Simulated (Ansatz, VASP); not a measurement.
**Ir: VASP beside Ansatz**

```
Ir
1.0
     0.00000    1.90266    1.90266
     1.90266    0.00000    1.90266
     1.90266    1.90266    0.00000
Ir
1
Direct
  0.00000 0.00000 0.00000
```

Alike in both runs: task single point; functional r2SCAN; k mesh 18 × 18 × 18; occupations gaussian, width 0.1 eV; no spin polarisation.

|  | VASP | Ansatz |
| --- | --- | --- |
| version | VASP 6.6.1 | Ansatz 0.2.0 |
| potentials or method | VASP PAW PBE potentials, release 64 (Ir), cutoff 520 eV | scalar-relativistic, plane waves, PAW |
| valence electrons in the cell | 9 | 17 |

Ansatz gave:

```
gap on the k mesh at the Fermi level (eV) : none
pressure (GPa)                            : 12.4
```

Question: What did VASP give for the same quantities?

Answer: gap on the k mesh at the Fermi level (eV): none; pressure (GPa): 15.4.

VASP's potentials were made for PBE, not for r2SCAN. A gap of «none» marks a metal or a gap that the smearing closes. VASP's potentials hold 9 valence electrons a cell and Ansatz's 17, so a difference there can come from the potentials and not from the codes.

Spin-orbit coupling is off throughout.
